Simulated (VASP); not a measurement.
CdF2:

```
CELL_PARAMETERS angstrom
0.00000 2.72945 2.72945
2.72945 0.00000 2.72945
2.72945 2.72945 0.00000
ATOMIC_POSITIONS crystal
Cd 0.00000 0.00000 0.00000
F 0.75000 0.75000 0.75000
F 0.25000 0.25000 0.25000
```

Base run:

* Program: VASP 6.6.1
* Functional: PBEsol
* Potentials or basis: VASP PAW PBE potentials, release 64 (Cd, F)
* Cutoff: 520 eV
* k mesh: 9 × 9 × 9
* Occupations: fermi-dirac, width 0.05 eV
* Spin: no spin polarisation

Its results: band gap on the k mesh 2.80 eV, indirect (least direct gap 3.31 eV); pressure -3.5 GPa.

After a change of settings the same cell gave: band gap on the k mesh 3.64 eV, indirect (least direct gap 4.16 eV); pressure -3.2 GPa. Which change was it?
A. further incar settings from ALGO = Normal; EDIFF = 1e-07; NBANDS = 20 to ALGO = Normal; EDIFF = 1e-06; NBANDS = 20
B. functional from PBEsol to LDA; potentials or basis from VASP PAW PBE potentials, release 64 (Cd, F) to VASP PAW LDA potentials, release 64 (Cd, F)
C. functional from PBEsol to r2SCAN; further incar settings from ALGO = Normal; EDIFF = 1e-07; NBANDS = 20 to ALGO = Normal; EDIFF = 1e-06; NBANDS = 20

C.

Caveats: the PAW data sets were made with another functional, which shifts forces and pressure a little.
